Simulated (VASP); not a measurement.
# Nb3Tl (Pm-3n) in VASP: single point with PBE

Aim: the single point of Nb3Tl with PBE.

All numbers are computed with VASP 6.6.1; they aren't measurements. Logs are shortened: lines on timing, memory, paths and dates and some standing lists are left out, and cuts for length are marked.

### 1 The cell of the first run

It takes space group Pm-3n (No. 223, cubic). Conventional cell: a = 5.297 Å, b = 5.297 Å, c = 5.297 Å, α = 90.00°, β = 90.00°, γ = 90.00°. Within 3.5 Å of Nb (site symmetry -4m2) lie 10 Nb at 2.65 to 3.24 Å and 4 Tl at 2.96 Å. Tl (site symmetry m-3) has 12 Nb at 2.96 Å within 3.9 Å.

### 2 Single point, PBE

INCAR

```
SYSTEM = Nb3Tl
PREC     = Accurate       ! precision mode
ENCUT    = 520            ! plane-wave cutoff, eV
EDIFF    = 1E-7           ! SCF threshold, eV
ISMEAR   = -1             ! smearing method
SIGMA    = 0.05           ! smearing width, eV
LREAL    = .FALSE.        ! projectors in reciprocal space
LASPH    = .TRUE.         ! aspherical terms in the spheres
NELM     = 100            ! most SCF steps
ALGO     = Normal         ! electronic algorithm
ISIF     = 2              ! what is computed and relaxed
LWAVE    = .FALSE.        ! write WAVECAR
LCHARG   = .FALSE.        ! write CHGCAR
GGA      = PE             ! functional
NBANDS   = 62             ! bands
```

KPOINTS

```
Automatic mesh
0
G
  5 5 5
  0 0 0
```

POSCAR

```
Nb3Tl
1.0
    5.2970000000      0.0000000000      0.0000000000
    0.0000000000      5.2970000000      0.0000000000
    0.0000000000      0.0000000000      5.2970000000
Nb Tl
6 2
Direct
    0.2500000000      0.0000000000      0.5000000000
    0.5000000000      0.7500000000      0.0000000000
    0.7500000000      0.0000000000      0.5000000000
    0.5000000000      0.2500000000      0.0000000000
    0.0000000000      0.5000000000      0.7500000000
    0.0000000000      0.5000000000      0.2500000000
    0.0000000000      0.0000000000      0.0000000000
    0.5000000000      0.5000000000      0.5000000000
```

Potentials or basis: VASP PAW PBE potentials, release 64 (Nb_sv, Tl_d).

Started as:

```
$ cat potpaw_PBE.64/Nb_sv/POTCAR potpaw_PBE.64/Tl_d/POTCAR > POTCAR
$ mpirun -np 1 vasp_std > vasp.out
```

OUTCAR:

```text
SYSTEM = Nb3Tl
   PREC = Accurate
   ENCUT = 520
   EDIFF = 1E-7
   ISMEAR = -1
   LREAL = .FALSE.
   LASPH = .TRUE.
   NELM = 100
   ISIF = 2
   GGA = PE

 ion  position               nearest neighbor table
   1  0.250  0.000  0.500-   3 2.65   3 2.65   8 2.96   7 2.96   8 2.96   7 2.96
   2  0.500  0.750  0.000-   4 2.65   4 2.65   8 2.96   8 2.96   7 2.96   7 2.96
   3  0.750  0.000  0.500-   1 2.65   1 2.65   8 2.96   7 2.96   8 2.96   7 2.96
   4  0.500  0.250  0.000-   2 2.65   2 2.65   8 2.96   8 2.96   7 2.96   7 2.96
   5  0.000  0.500  0.750-   6 2.65   6 2.65   8 2.96   7 2.96   7 2.96   8 2.96
   6  0.000  0.500  0.250-   5 2.65   5 2.65   8 2.96   7 2.96   7 2.96   8 2.96
   7  0.000  0.000  0.000-   1 2.96   2 2.96   3 2.96   4 2.96   5 2.96   6 2.96   1 2.96   3 2.96
                             5 2.96   6 2.96   2 2.96   4 2.96
   8  0.500  0.500  0.500-   1 2.96   2 2.96   3 2.96   4 2.96   5 2.96   6 2.96   2 2.96   4 2.96
                             1 2.96   3 2.96   5 2.96   6 2.96

  LATTYP: Found a simple cubic cell.
 ALAT       =     5.2970000000

  Lattice vectors:

 A1 = (   5.2970000000,   0.0000000000,   0.0000000000)
 A2 = (   0.0000000000,   5.2970000000,   0.0000000000)
 A3 = (   0.0000000000,   0.0000000000,   5.2970000000)

Analysis of symmetry for initial positions (statically):
=====================================================================
 Subroutine PRICEL returns:
 Original cell was already a primitive cell.

 Routine SETGRP: Setting up the symmetry group for a
 simple cubic supercell.

 Subroutine GETGRP returns: Found 48 space group operations
 (whereof 24 operations were pure point group operations)
 out of a pool of 48 trial point group operations.

The static configuration has the point symmetry T_h .
 The point group associated with its full space group is O_h .

Analysis of symmetry for dynamics (positions and initial velocities):
=====================================================================
 Subroutine PRICEL returns:
 Original cell was already a primitive cell.

 Routine SETGRP: Setting up the symmetry group for a
 simple cubic supercell.

 Subroutine GETGRP returns: Found 48 space group operations
 (whereof 24 operations were pure point group operations)
 out of a pool of 48 trial point group operations.

The dynamic configuration has the point symmetry T_h .
 The point group associated with its full space group is O_h .

 Subroutine INISYM returns: Found 48 space group operations
[... 99 lines left out ...]
   NFREE  =      0    steps in history (QN), initial steepest desc. (CG)
   ISIF   =      2    stress and relaxation
   ISYM   =      2    0-nonsym 1-usesym 2-fastsym
   POTIM  = 0.5000    time-step for ionic-motion
   TEBEG  =    0.0;   TEEND  =   0.0 temperature during run
   PSTRESS=    0.0 pullay stress
   NELECT =     104.0000    total number of electrons
   NUPDOWN=      -1.0000    fix difference up-down
   EMIN   =  10.00;   EMAX   =-10.00  energy-range for DOS
   EFERMI =   0.00;   METHOD = LEGACY
   ISMEAR =    -1;   SIGMA  =   0.05  broadening in eV -4-tet -1-fermi 0-gaus
   EFERMI_NEDOS =   21; number of points for ismear=-14 and -15
   IALGO  =     38    algorithm
   IMIX   =      4    mixing-type and parameters
     AMIX     =   0.40;   BMIX     =  1.00
     AMIX_MAG =   1.60;   BMIX_MAG =  1.00
  volume/ion in A,a.u.               =      18.58       125.37
  Fermi-wavevector in a.u.,A,eV,Ry     =   1.453414  2.746554 28.741109  2.112412
  Thomas-Fermi vector in A             =   2.570683
   LORBIT       =      0    0 simple, 1 ext, 2 COOP (PROOUT), +10 PAW based schemes
   GGA     = PE    functional components
   LHFCALC =     F    Hartree Fock is set to
   AEXX    =    0.0000 exact exchange contribution
   IVDW    =     0    specifies the selected vdW correction
   LEPSILON=     F    determine dielectric tensor
   LRPA    =     F    only Hartree local field effects (RPA)
 non-spin polarized calculation
  energy-cutoff  :      520.00
  volume of cell :      148.62
 maximum number of plane-waves:      4016
 NGX is ok and might be reduce to    40
   NGX = 19   NGY = 19   NGZ = 19

 number of electron     104.0000022 magnetization

 Free energy of the ion-electron system (eV)
  ---------------------------------------------------
  ext. energy  EPLUGINS =         0.00000000
  ---------------------------------------------------
  free energy    TOTEN  =       -64.07720294 eV

  energy without entropy =      -63.99275150  energy(sigma->0) =      -64.03497722

 E-fermi :  11.1541     XC(G=0): -12.3918

 val. band max:       11.1378793084   @ k =   0.4000   0.0000   0.0000
 cond. band min:      11.1837473853   @ k =   0.2000   0.0000   0.0000
 fundamental gap:      0.0458680769
 Fermi energy:        11.1541361489

 k-point     1 :       0.0000    0.0000    0.0000
  band No.  band energies     occupation
      1     -43.5445      2.00000
      2     -43.4742      2.00000
      3     -43.4742      2.00000
      4     -43.2587      2.00000
      5     -43.2587      2.00000
      6     -43.2587      2.00000
[... 639 lines left out ...]
     61      13.6036      0.00000
     62      13.8085      0.00000

------------------------ aborting loop because EDIFF is reached ----------------------------------------

  FORCE on cell =-STRESS in cart. coord.  units (eV):
  Direction    XX          YY          ZZ          XY          YZ          ZX
  --------------------------------------------------------------------------------------
  -------------------------------------------------------------------------------------
  Total        4.1069138      4.1069138      4.1069138     -0.0000000      0.0000000      0.0000000
  in kB       44.2727245     44.2727245     44.2727245     -0.0000000      0.0000000      0.0000000
  external PRESSURE =      44.2727245 kB  Pullay stress =       0.0000000 kB

 VOLUME and BASIS-vectors are now :
 -----------------------------------------------------------------------------
  energy-cutoff  :      520.00
  volume of cell :      148.62
      direct lattice vectors                 reciprocal lattice vectors
     5.297000000  0.000000000  0.000000000     0.188786105  0.000000000  0.000000000
     0.000000000  5.297000000  0.000000000     0.000000000  0.188786105  0.000000000
     0.000000000  0.000000000  5.297000000     0.000000000  0.000000000  0.188786105

 POSITION                                       TOTAL-FORCE (eV/Angst)
 -----------------------------------------------------------------------------------
      1.32425      0.00000      2.64850        -0.000000      0.000000      0.000000
      2.64850      3.97275      0.00000         0.000000     -0.000000      0.000000
      3.97275      0.00000      2.64850         0.000000     -0.000000      0.000000
      2.64850      1.32425      0.00000         0.000000      0.000000     -0.000000
      0.00000      2.64850      3.97275         0.000000     -0.000000     -0.000000
      0.00000      2.64850      1.32425        -0.000000      0.000000      0.000000
      0.00000      0.00000      0.00000         0.000000     -0.000000      0.000000
      2.64850      2.64850      2.64850         0.000000     -0.000000      0.000000
 -----------------------------------------------------------------------------------
    total drift:                                0.000000     -0.000000      0.000000

  FREE ENERGIE OF THE ION-ELECTRON SYSTEM (eV)
  ---------------------------------------------------
  free  energy   TOTEN  =       -64.0772029374 eV

  energy  without entropy=      -63.9927514955  energy(sigma->0) =      -64.03497722
```

stdout:

```text
POSCAR found type information on POSCAR NbTl
 POSCAR found :  2 types and       8 ions
 scaLAPACK will be used
 LDA part: xc-table for (Slater+PW92), standard interpolation
 POSCAR, INCAR and KPOINTS ok, starting setup
 FFT: planning ... GRIDC
 FFT: planning ... GRID_SOFT
 FFT: planning ... GRID
 WAVECAR not read
 entering main loop
```

Wall time 85 s (1 thread of Intel Xeon 6975P-C (Granite Rapids), shared host); peak memory 0.27 GiB.

Results:

| Property | Result |
| --- | --- |
| Free energy | -64.0772 eV |
| Pressure | 4.4 GPa |
| Band gap on the k mesh | zero (bands 52 and 53 overlap by 0.45 eV) |

Caveat: the cell stands under pressure; spin-orbit coupling is left out, which moves the levels of the heavy elements.
